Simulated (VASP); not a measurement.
A run of VASP 6.6.1:

Contents of INCAR:

```
SYSTEM = MnPt2
ALGO = Normal
EDIFF = 1E-6
ENCUT = 520
ISIF = 2
ISMEAR = -1
ISPIN = 2
LASPH = .True.
LCHARG = .True.
LELF = .True.
LMAXMIX = 4
LORBIT = 11
LREAL = .False.
LVHAR = .True.
LWAVE = .False.
MAGMOM = 0 0 4
NBANDS = 28
NELM = 150
PREC = Accurate
SIGMA = 0.05
```

KPOINTS

```
k-points
0
Gamma
  11 11 4
  0 0 0
```

POSCAR

```
MnPt2
1.0
    2.8584044518      0.0000000000      0.0000000000
   -1.4292022259      2.4754508696      0.0000000000
    0.0000000000      0.0000000000      6.5325040000
Pt Mn
2 1
Direct
    0.6666666667      0.3333333333      0.3162060000
    0.3333333333      0.6666666667      0.6837940000
    0.0000000000      0.0000000000      0.0000000000
```

Potentials or basis: VASP PAW LDA potentials, release 64 (Pt, Mn_pv).

Run with:

```bash
$ cat potpaw_LDA.64/Pt/POTCAR potpaw_LDA.64/Mn_pv/POTCAR > POTCAR
$ mpirun -np 1 vasp_std > vasp.out
```

Hardware: 1 thread of Intel(R) Xeon(R) Platinum 8375C CPU @ 2.90GHz (Ice Lake) (shared host).

Task: Estimate the wall time of this run.

Result: Run time: 2.1 min on 1 thread of Intel(R) Xeon(R) Platinum 8375C CPU @ 2.90GHz (Ice Lake) (shared host), peak memory 0.24 GiB. Counts: scf iterations 17, k points 58.
